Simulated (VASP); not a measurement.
Au, 1 atom in the cell. It takes space group Fm-3m (No. 225, cubic). The conventional cell has a = 4.070 Å, b = 4.070 Å, c = 4.070 Å, α = 90.00°, β = 90.00°, γ = 90.00°. Au (site symmetry m-3m) has 12 Au at 2.88 Å within 3.8 Å. 

- Program: VASP 6.6.1
- Task: relaxation of cell and atoms
- Functional: PBE
- Potentials or basis: VASP PAW PBE potentials, release 64 (Au)
- Cutoff: 500 eV
- k mesh: 9 × 9 × 9
- Occupations: gaussian, width 0.1 eV
- Spin: no spin polarisation
- Dipole correction: no
- Further INCAR settings: ALGO = Normal; EDIFF = 1e-07; IBRION = 2; EDIFFG = -0.01; NSW = 50; ISIF = 3

Potentials or basis: VASP PAW PBE potentials, release 64 (Au).

The run is started by

```sh
$ cat potpaw_PBE.64/Au/POTCAR > POTCAR
$ mpirun -np 1 vasp_std > vasp.out
```

Hardware: 1 thread of Intel(R) Xeon(R) Platinum 8259CL CPU @ 2.50GHz (Skylake/Cascade Lake), with other jobs on the host.

How long does it take, and how much memory?

Wall time 16 s on 1 thread of Intel(R) Xeon(R) Platinum 8259CL CPU @ 2.50GHz (Skylake/Cascade Lake), on a shared host, peak memory 0.14 GiB. Counts: scf iterations 31, k points 35, ion steps 4.
